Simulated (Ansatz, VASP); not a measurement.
# One calculation of NaF, two programs

```
CELL_PARAMETERS angstrom
0.00000 2.31510 2.30352
2.31510 0.00000 2.30352
2.31510 2.31510 0.00000
ATOMIC_POSITIONS crystal
Na 0.00000 0.00000 0.00000
F 0.50000 0.50000 0.50000
```

Change from the starting cell: z stretched by -0.5 %, x and y held.

Alike in both runs: task single point; functional PBEsol; k mesh 10 × 10 × 10; no spin polarisation.

|  | VASP | Ansatz |
| --- | --- | --- |
| version | VASP 6.6.1 | Ansatz 0.2.0 |
| potentials or method | VASP PAW PBE potentials, release 64 (Na_pv, F), cutoff 520 eV | all-electron LAPW, scalar-relativistic |
| occupations | gaussian, width 0.01 eV | fixed |

Ansatz gave:

| Quantity | Value |
| --- | --- |
| gap on the k mesh at the Fermi level (eV) | 6.21 |
| pressure (GPa) | 0.2 |
| traceless stress, the component that is largest in VASP (GPa) | 0.28 |

**Question.** Estimate VASP's values.

**Answer.** gap on the k mesh at the Fermi level (eV): 6.20; pressure (GPa): 0.1; traceless stress, the component that is largest in VASP (GPa): 0.29.

VASP's potentials were made for PBE, not for PBEsol. Ansatz ran all-electron here, and VASP with PAW potentials.
